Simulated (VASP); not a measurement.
A run of VASP 6.6.1:

Contents of INCAR:

```
SYSTEM = Sn
  PREC = Accurate
  ENCUT = 520
  EDIFF = 1E-6
  ISMEAR = 0
  SIGMA = 0.15
  LREAL = .FALSE.
  LASPH = .TRUE.
  NELM = 100
  ALGO = Fast
  ISIF = 2
  LWAVE = .FALSE.
  LCHARG = .FALSE.
  GGA = PS
  NBANDS = 13
```

File KPOINTS:

```
regular mesh
0
G
  18 18 18
  0 0 0
```

POSCAR

```
Sn
1.0
   -1.8946518192      1.8946518192      2.0367507056
    1.8946518192     -1.8946518192      2.0367507056
    1.8946518192      1.8946518192     -2.0367507056
Sn
1
Direct
    0.0000000000      0.0000000000      0.0000000000
```

Potentials or basis: VASP PAW PBE potentials, release 64 (Sn_d).

Launch:

```console
$ cat potpaw_PBE.64/Sn_d/POTCAR > POTCAR
$ mpirun -np 1 vasp_std > vasp.out
```

Hardware: 1 thread of Intel(R) Xeon(R) 6975P-C (Granite Rapids), on a shared host.

**Question.** Estimate the wall time of this run.

**Answer.** Run time: 81 s on 1 thread of Intel(R) Xeon(R) 6975P-C (Granite Rapids), on a shared host, peak memory 0.28 GiB. Counts: scf iterations 12, k points 480.
